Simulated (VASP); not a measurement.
# Be12Si in VASP: a series of runs, part 2 of 3

VASP 6.6.1. Earlier steps stand in the parts before.

## Step 3: Single point, PBE

File INCAR:

```
SYSTEM = Be12Si
  PREC = Accurate
  ENCUT = 520
  EDIFF = 1E-6
  ISMEAR = 0
  SIGMA = 0.15
  LREAL = .False.
  LASPH = .True.
  NELM = 80
  ALGO = Normal
  ISIF = 2
  LWAVE = .False.
  LCHARG = .False.
  GGA = PE
  NBANDS = 26
```

File KPOINTS:

```
Automatic mesh
0
Gamma
  6 6 1
  0 0 0
```

File POSCAR:

```
Be12Si
1.0
    4.5800000000      0.0000000000      0.0000000000
    2.2900000000      3.9663960000      0.0000000000
    0.0000000000      0.0000000000     16.5884300000
Be Si
12 1
Direct
    0.0000000000      0.0000000000      0.0602829804
    0.5000000000      0.0000000000      0.0602829804
    0.0000000000      0.5000000000      0.0602829804
    0.5000000000      0.5000000000      0.0602829804
   -0.1724313283      0.3321962810      0.1691080470
    0.3425383774      0.3336817605      0.1694962694
   -0.1664469217      0.8344401315      0.1656221234
    0.3330663051      0.8318062543      0.1721056785
   -0.0038702803     -0.0028148980      0.2820274131
    0.5048124960      0.0009754447      0.2781035939
    0.0072709694      0.4949379739      0.2691539826
    0.5015093259      0.5111547107      0.2886634238
    0.8474670009      0.7262489676      0.3882788787
```

Potentials or basis: VASP PAW PBE potentials, release 64 (Be, Si).

Run with:

```
> cat potpaw_PBE.64/Be/POTCAR potpaw_PBE.64/Si/POTCAR > POTCAR
> mpirun -np 1 vasp_std > vasp.out
```

OUTCAR:

```text
SYSTEM = Be12Si
   PREC = Accurate
   ENCUT = 520
   EDIFF = 1E-6
   ISMEAR = 0
   LREAL = .False.
   LASPH = .True.
   NELM = 80
   ISIF = 2
   GGA = PE

 ion  position               nearest neighbor table
   1  0.000  0.000  0.060-   7 2.19   5 2.24   8 2.28   3 2.29   3 2.29   4 2.29   4 2.29   2 2.29
                             2 2.29
   2  0.500  0.000  0.060-   7 2.19   6 2.24   8 2.28   4 2.29   3 2.29   4 2.29   3 2.29   1 2.29
                             1 2.29
   3  0.000  0.500  0.060-   7 2.19   5 2.25   6 2.26   1 2.29   1 2.29   2 2.29   2 2.29   4 2.29
                             4 2.29
   4  0.500  0.500  0.060-   6 2.22   5 2.22   8 2.27   2 2.29   1 2.29   2 2.29   1 2.29   3 2.29
                             3 2.29
   5  0.828  0.332  0.169-  11 2.14   6 2.22   4 2.22   1 2.24   3 2.25   7 2.27   8 2.28   9 2.30
                             8 2.30   7 2.31   6 2.36  12 2.37
   6  0.343  0.334  0.169-  11 2.12   5 2.22   4 2.22  10 2.23   2 2.24   8 2.26   3 2.26   7 2.27
                             7 2.31   8 2.32   5 2.36  12 2.39
   7  0.834  0.834  0.166-  11 2.18   1 2.19   2 2.19   3 2.19   5 2.27   6 2.27  10 2.28   8 2.28
                             8 2.30   6 2.31   5 2.31   9 2.32
   8  0.333  0.832  0.172-  10 2.22   6 2.26   9 2.26   4 2.27   5 2.28   1 2.28   2 2.28   7 2.28
                             7 2.30   5 2.30  12 2.31   6 2.32
   9  0.996  0.997  0.282-  10 2.24   8 2.26  12 2.27  11 2.29   5 2.30  12 2.31  11 2.32   7 2.32
                            10 2.34  13 2.44
  10  0.505  0.001  0.278-   8 2.22   6 2.23   9 2.24  12 2.26  11 2.28   7 2.28  11 2.31  13 2.33
                            12 2.34   9 2.34
  11  0.007  0.495  0.269-   6 2.12   5 2.14   7 2.18  13 2.19  10 2.28   9 2.29  12 2.30  10 2.31
                             9 2.32  12 2.32
  12  0.502  0.511  0.289-  10 2.26   9 2.27  11 2.30   9 2.31   8 2.31  11 2.32  10 2.34   5 2.37
                             6 2.39
  13  0.847  0.726  0.388-  11 2.19  10 2.33   9 2.44

  LATTYP: Found a hexagonal cell.
 ALAT       =     4.5799996975
 C/A-ratio  =     3.6219281868

  Lattice vectors:

 A1 = (  -2.2900000000,  -3.9663960000,   0.0000000000)
 A2 = (   4.5800000000,   0.0000000000,   0.0000000000)
 A3 = (   0.0000000000,   0.0000000000,  16.5884300000)

Analysis of symmetry for initial positions (statically):
=====================================================================
 Subroutine PRICEL returns:
 Original cell was already a primitive cell.

 Routine SETGRP: Setting up the symmetry group for a
 hexagonal supercell.

 Subroutine GETGRP returns: Found  1 space group operations
 (whereof  1 operations were pure point group operations)
 out of a pool of 24 trial point group operations.

The static configuration has the point symmetry C_1 .

Analysis of symmetry for dynamics (positions and initial velocities):
=====================================================================
 Subroutine PRICEL returns:
 Original cell was already a primitive cell.

 Routine SETGRP: Setting up the symmetry group for a
 hexagonal supercell.

 Subroutine GETGRP returns: Found  1 space group operations
 (whereof  1 operations were pure point group operations)
 out of a pool of 24 trial point group operations.

The dynamic configuration has the point symmetry C_1 .

 Subroutine INISYM returns: Found  1 space group operations
 (whereof  1 operations are pure point group operations),
 and found     1 'primitive' translations

[... 103 lines left out ...]
   ISTART =      0    job   : 0-new  1-cont  2-samecut
   ICHARG =      2    charge: 1-file 2-atom 10-const
   ISPIN  =      1    spin polarized calculation?
   LNONCOLLINEAR =      F non collinear calculations
   LSORBIT =      F    spin-orbit coupling
   LASPH  =      T    aspherical Exc in radial PAW
   ENCUT  =  520.0 eV  38.22 Ry    6.18 a.u.   8.52  8.52 30.84*2*pi/ulx,y,z
   NELM   =     80;   NELMIN=  2; NELMDL= -5     # of ELM steps
   EDIFF  = 0.1E-05   stopping-criterion for ELM
   LREAL  =      F    real-space projection
   EDIFFG = 0.1E-04   stopping-criterion for IOM
   NSW    =      0    number of steps for IOM
   IBRION =     -1    ionic relax: 0-MD 1-quasi-New 2-CG
   NFREE  =      0    steps in history (QN), initial steepest desc. (CG)
   ISIF   =      2    stress and relaxation
   ISYM   =      2    0-nonsym 1-usesym 2-fastsym
   POTIM  = 0.5000    time-step for ionic-motion
   TEBEG  =    0.0;   TEEND  =   0.0 temperature during run
   PSTRESS=    0.0 pullay stress
   NELECT =      28.0000    total number of electrons
   NUPDOWN=      -1.0000    fix difference up-down
   EMIN   =  10.00;   EMAX   =-10.00  energy-range for DOS
   EFERMI =   0.00;   METHOD = LEGACY
   ISMEAR =     0;   SIGMA  =   0.15  broadening in eV -4-tet -1-fermi 0-gaus
   EFERMI_NEDOS =   21; number of points for ismear=-14 and -15
   IALGO  =     38    algorithm
   IMIX   =      4    mixing-type and parameters
     AMIX     =   0.40;   BMIX     =  1.00
     AMIX_MAG =   1.60;   BMIX_MAG =  1.00
  volume/ion in A,a.u.               =      23.18       156.43
  Fermi-wavevector in a.u.,A,eV,Ry     =   0.741490  1.401213  7.480582  0.549807
  Thomas-Fermi vector in A             =   1.836143
   LORBIT       =      0    0 simple, 1 ext, 2 COOP (PROOUT), +10 PAW based schemes
   GGA     = PE    functional components
   LHFCALC =     F    Hartree Fock is set to
   AEXX    =    0.0000 exact exchange contribution
   IVDW    =     0    specifies the selected vdW correction
   LEPSILON=     F    determine dielectric tensor
   LRPA    =     F    only Hartree local field effects (RPA)
 non-spin polarized calculation
 Gauss-broadening in eV      SIGMA  =   0.15
  energy-cutoff  :      520.00
  volume of cell :      301.35
 maximum number of plane-waves:      8143
 NGX is ok and might be reduce to    36
   NGX = 17   NGY = 17   NGZ = 61

 number of electron      28.0000000 magnetization

 Free energy of the ion-electron system (eV)
  ---------------------------------------------------
  ext. energy  EPLUGINS =         0.00000000
  ---------------------------------------------------
  free energy    TOTEN  =       -45.87885963 eV

  energy without entropy =      -45.84817612  energy(sigma->0) =      -45.86351788

 E-fermi :  -0.5533     XC(G=0):  -5.3104

 val. band max:       -0.6284724440   @ k =  -0.3333   0.3333   0.0000
 cond. band min:      -0.4657126019   @ k =   0.1667   0.1667   0.0000
 fundamental gap:      0.1627598422
 Fermi energy:        -0.5532872960

 k-point     1 :       0.0000    0.0000    0.0000
  band No.  band energies     occupation
      1     -10.5550      2.00000
      2      -9.1473      2.00000
      3      -7.2104      2.00000
      4      -4.2641      2.00000
      5      -4.2110      2.00000
      6      -4.1874      2.00000
[... 569 lines left out ...]
     25       5.7150      0.00000
     26       6.2513      0.00000

------------------------ aborting loop because EDIFF is reached ----------------------------------------

  FORCE on cell =-STRESS in cart. coord.  units (eV):
  Direction    XX          YY          ZZ          XY          YZ          ZX
  --------------------------------------------------------------------------------------
  -------------------------------------------------------------------------------------
  Total       -9.3452464     -7.8655302      0.0761731     -0.6428501      0.0152157     -0.2385732
  in kB      -49.6860539    -41.8188176      0.4049910     -3.4178534      0.0808974     -1.2684266
  external PRESSURE =     -30.3666268 kB  Pullay stress =       0.0000000 kB

 VOLUME and BASIS-vectors are now :
 -----------------------------------------------------------------------------
  energy-cutoff  :      520.00
  volume of cell :      301.35
      direct lattice vectors                 reciprocal lattice vectors
     4.580000000  0.000000000  0.000000000     0.218340611 -0.126059022  0.000000000
     2.290000000  3.966396000  0.000000000     0.000000000  0.252118044  0.000000000
     0.000000000  0.000000000 16.588430000     0.000000000  0.000000000  0.060282980

 POSITION                                       TOTAL-FORCE (eV/Angst)
 -----------------------------------------------------------------------------------
      0.00000      0.00000      1.00000         0.248056      0.099444      0.011343
      2.29000      0.00000      1.00000        -0.225340      0.161977     -0.032914
      1.14500      1.98320      1.00000         0.065924     -0.270677     -0.205336
      3.43500      1.98320      1.00000        -0.051200      0.007624      0.202498
      4.55099      1.31762      2.80524         0.003359     -0.000978      0.005660
      2.33296      1.32351      2.81168        -0.000011     -0.001665     -0.000139
      5.72854      3.30972      2.74741         0.000845     -0.001749      0.001306
      3.43028      3.29927      2.85496        -0.001814      0.001001     -0.002785
      6.84583      3.95523      4.67839        -0.002950     -0.001376      0.015788
      2.31428      0.00387      4.61330         0.000732      0.006524     -0.007328
      1.16671      1.96312      4.46484         0.009121     -0.003091      0.011494
      3.46746      2.02744      4.78847         0.007269      0.001663     -0.001319
      5.54451      2.88059      6.44094        -0.053992      0.001303      0.001732
 -----------------------------------------------------------------------------------
    total drift:                               -0.000000     -0.000000      0.000051

  FREE ENERGIE OF THE ION-ELECTRON SYSTEM (eV)
  ---------------------------------------------------
  free  energy   TOTEN  =       -45.8788596323 eV

  energy  without entropy=      -45.8481761229  energy(sigma->0) =      -45.86351788
```

Wall time 5.5 min (1 thread of Intel Xeon Platinum 8488C (Sapphire Rapids), shared host); peak memory 0.45 GiB.

What came out:

* Free energy: -45.8789 eV
* Largest force: 0.346 eV/Å
* Band gap on the k mesh: zero (band 14 reaches -0.63 eV, above the bottom of band 15 at -0.65 eV)

Forces on the atoms (eV/Å):
```
Be   0.248  0.099  0.011
Be  -0.225  0.162 -0.033
Be   0.066 -0.271 -0.205
Be  -0.051  0.008  0.202
Be   0.003 -0.001  0.006
Be   0.000 -0.002  0.000
Be   0.001 -0.002  0.001
Be  -0.002  0.001 -0.003
Be  -0.003 -0.001  0.016
Be   0.001  0.007 -0.007
Be   0.009 -0.003  0.011
Be   0.007  0.002 -0.001
Si  -0.054  0.001  0.002
```

Levels at points of the mesh, in eV from the Fermi level:
| k point | band 12 | band 13 | band 14 | band 15 | band 16 | band 17 |
| --- | --- | --- | --- | --- | --- | --- |
| (0.00, 0.00, 0.00) | -1.86 | -1.81 | -1.41 | -0.10 | 0.60 | 2.02 |
| (0.50, 0.00, 0.00) | -0.71 | -0.59 | -0.18 | 0.29 | 1.63 | 2.54 |
| (0.50, 0.50, 0.00) | -0.73 | -0.59 | -0.17 | 0.33 | 1.60 | 2.61 |
| (0.00, 0.50, 0.00) | -0.66 | -0.55 | -0.23 | 0.29 | 1.64 | 2.48 |

## Step 4: Single point, PBE

File INCAR:

```
PREC     = Accurate       # precision mode
ENCUT    = 520            # plane-wave cutoff, eV
EDIFF    = 1E-7           # SCF threshold, eV
ISMEAR   = 0              # smearing method
SIGMA    = 0.15           # smearing width, eV
LREAL    = False          # projectors in reciprocal space
LASPH    = True           # aspherical terms in the spheres
NELM     = 100            # most SCF steps
ALGO     = Normal         # electronic algorithm
ISIF     = 2              # what is computed and relaxed
LWAVE    = False          # write WAVECAR
LCHARG   = False          # write CHGCAR
GGA      = PE             # functional
NBANDS   = 26             # bands
```

File KPOINTS:

```
Automatic mesh
0
Gamma
  6 6 1
```

File POSCAR:

```
Be12Si
1.0
    4.5800000000      0.0000000000      0.0000000000
    2.2900000000      3.9663960000      0.0000000000
    0.0000000000      0.0000000000     16.5884300000
Be Si
12 1
Direct
    0.0000000000      0.0000000000      0.0602829804
    0.5000000000      0.0000000000      0.0602829804
    0.0000000000      0.5000000000      0.0602829804
    0.5000000000      0.5000000000      0.0602829804
   -0.1758876081      0.3333721595      0.1693524945
    0.3406740876      0.3324478948      0.1691433728
   -0.1677927158      0.8343985321      0.1655940918
    0.3352241362      0.8316355704      0.1722192516
   -0.0058421725      0.0007240830      0.2784082641
    0.5065346817     -0.0024261319      0.2817335938
   -0.0017588625      0.4949465459      0.2690446293
    0.4880699161      0.5114252334      0.2889801506
    0.9180437209      0.7269566629      0.3884368804
```

Potentials or basis: VASP PAW PBE potentials, release 64 (Be, Si).

Run with:

```
> cat potpaw_PBE.64/Be/POTCAR potpaw_PBE.64/Si/POTCAR > POTCAR
> mpirun -np 1 vasp_std > vasp.out
```

OUTCAR:

```text
PREC = Accurate
   ENCUT = 520
   EDIFF = 1E-7
   ISMEAR = 0
   LREAL = False
   LASPH = True
   NELM = 100
   ISIF = 2
   GGA = PE

 ion  position               nearest neighbor table
   1  0.000  0.000  0.060-   7 2.19   5 2.24   8 2.28   3 2.29   3 2.29   4 2.29   4 2.29   2 2.29
                             2 2.29
   2  0.500  0.000  0.060-   7 2.19   6 2.24   8 2.28   4 2.29   3 2.29   4 2.29   3 2.29   1 2.29
                             1 2.29
   3  0.000  0.500  0.060-   7 2.19   6 2.26   5 2.26   1 2.29   1 2.29   2 2.29   2 2.29   4 2.29
                             4 2.29
   4  0.500  0.500  0.060-   5 2.22   6 2.22   8 2.28   2 2.29   1 2.29   2 2.29   1 2.29   3 2.29
                             3 2.29
   5  0.824  0.333  0.169-  11 2.12   6 2.22   4 2.22   9 2.24   1 2.24   8 2.26   3 2.26   7 2.27
                             7 2.31   8 2.32   6 2.36
   6  0.341  0.332  0.169-  11 2.14   5 2.22   4 2.22   2 2.24   3 2.26   7 2.27   8 2.27  10 2.29
                             8 2.31   7 2.31   5 2.36  12 2.37
   7  0.832  0.834  0.166-  11 2.18   2 2.19   1 2.19   3 2.19   6 2.27   5 2.27   9 2.28   8 2.29
                             8 2.30   5 2.31   6 2.31  10 2.32
   8  0.335  0.832  0.172-   9 2.22  10 2.26   5 2.26   6 2.27   4 2.28   2 2.28   1 2.28   7 2.29
                             7 2.30   6 2.31  12 2.32   5 2.32
   9  0.994  0.001  0.278-   8 2.22   5 2.24  10 2.24  12 2.26  11 2.28   7 2.28  11 2.31  12 2.34
                            13 2.34  10 2.34
  10  0.507  0.998  0.282-   9 2.24   8 2.26  12 2.27  11 2.29   6 2.29  11 2.31  12 2.32   7 2.32
                             9 2.34  13 2.43
  11  0.998  0.495  0.269-   5 2.12   6 2.14   7 2.18  13 2.19   9 2.28  10 2.29  12 2.31   9 2.31
                            10 2.31  12 2.32
  12  0.488  0.511  0.289-   9 2.26  10 2.27  11 2.31  10 2.32   8 2.32  11 2.32   9 2.34   6 2.37

  13  0.918  0.727  0.388-  11 2.19   9 2.34  10 2.43

  LATTYP: Found a hexagonal cell.
 ALAT       =     4.5799996975
 C/A-ratio  =     3.6219281868

  Lattice vectors:

 A1 = (  -2.2900000000,  -3.9663960000,   0.0000000000)
 A2 = (   4.5800000000,   0.0000000000,   0.0000000000)
[... 180 lines left out ...]
 maximum number of plane-waves:      8143
 NGX is ok and might be reduce to    36
   NGX = 17   NGY = 17   NGZ = 61

 number of electron      28.0000000 magnetization

 Free energy of the ion-electron system (eV)
  ---------------------------------------------------
  ext. energy  EPLUGINS =         0.00000000
  ---------------------------------------------------
  free energy    TOTEN  =       -45.87680213 eV

  energy without entropy =      -45.84659795  energy(sigma->0) =      -45.86170004

 E-fermi :  -0.5496     XC(G=0):  -5.3137

 val. band max:       -0.6341149075   @ k =  -0.3333   0.3333   0.0000
 cond. band min:      -0.4540649027   @ k =   0.1667  -0.0000   0.0000
 fundamental gap:      0.1800500048
 Fermi energy:        -0.5495889094

 k-point     1 :       0.0000    0.0000    0.0000
  band No.  band energies     occupation
      1     -10.5510      2.00000
      2      -9.1453      2.00000
      3      -7.2087      2.00000
      4      -4.2584      2.00000
      5      -4.2091      2.00000
      6      -4.1827      2.00000
[... 569 lines left out ...]
     25       5.7173      0.00000
     26       6.2523      0.00000

------------------------ aborting loop because EDIFF is reached ----------------------------------------

  FORCE on cell =-STRESS in cart. coord.  units (eV):
  Direction    XX          YY          ZZ          XY          YZ          ZX
  --------------------------------------------------------------------------------------
  -------------------------------------------------------------------------------------
  Total       -9.3799837     -7.8847452      0.0238599      0.5363443     -0.0006286      0.2102242
  in kB      -49.8707421    -41.9209784      0.1268564      2.8515922     -0.0033419      1.1177034
  external PRESSURE =     -30.5549547 kB  Pullay stress =       0.0000000 kB

 VOLUME and BASIS-vectors are now :
 -----------------------------------------------------------------------------
  energy-cutoff  :      520.00
  volume of cell :      301.35
      direct lattice vectors                 reciprocal lattice vectors
     4.580000000  0.000000000  0.000000000     0.218340611 -0.126059022  0.000000000
     2.290000000  3.966396000  0.000000000     0.000000000  0.252118044  0.000000000
     0.000000000  0.000000000 16.588430000     0.000000000  0.000000000  0.060282980

 POSITION                                       TOTAL-FORCE (eV/Angst)
 -----------------------------------------------------------------------------------
      0.00000      0.00000      1.00000         0.231070      0.151903     -0.030771
      2.29000      0.00000      1.00000        -0.248407      0.104860      0.007942
      1.14500      1.98320      1.00000        -0.051737     -0.271298     -0.209806
      3.43500      1.98320      1.00000         0.040599      0.011388      0.207221
      4.53786      1.32229      2.80929         0.001098      0.003211      0.008474
      2.32159      1.31862      2.80582        -0.008308     -0.002753      0.008144
      5.72228      3.30956      2.74695        -0.000695     -0.000945      0.003491
      3.43977      3.29860      2.85685        -0.002679      0.002722     -0.003961
      4.55490      0.00287      4.61836        -0.003798      0.001923     -0.000043
      4.60437      3.95677      4.67352        -0.004762     -0.000017      0.006013
      5.70537      1.96315      4.46303        -0.000752      0.003661      0.024185
      3.40652      2.02852      4.79373        -0.000033     -0.000544     -0.006090
      5.86937      2.88340      6.44356         0.048405     -0.004112     -0.014799
 -----------------------------------------------------------------------------------
    total drift:                               -0.000002      0.000003     -0.000004

  FREE ENERGIE OF THE ION-ELECTRON SYSTEM (eV)
  ---------------------------------------------------
  free  energy   TOTEN  =       -45.8768021281 eV

  energy  without entropy=      -45.8465979469  energy(sigma->0) =      -45.86170004
```

Wall time 5.8 min (1 thread of Intel Xeon Platinum 8488C (Sapphire Rapids), shared host); peak memory 0.46 GiB.

What came out:

| Item | Value |
| --- | --- |
| Free energy | -45.8768 eV |
| Largest force | 0.347 eV/Å |
| Band gap on the k mesh | zero (filled and empty bands overlap) |

Forces in eV/Å, atoms in the order of the input:
```
Be   0.231  0.152 -0.031
Be  -0.248  0.105  0.008
Be  -0.052 -0.271 -0.210
Be   0.041  0.011  0.207
Be   0.001  0.003  0.008
Be  -0.008 -0.003  0.008
Be  -0.001 -0.001  0.003
Be  -0.003  0.003 -0.004
Be  -0.004  0.002  0.000
Be  -0.005  0.000  0.006
Be  -0.001  0.004  0.024
Be   0.000 -0.001 -0.006
Si   0.048 -0.004 -0.015
```

[end of part 2 of 3]
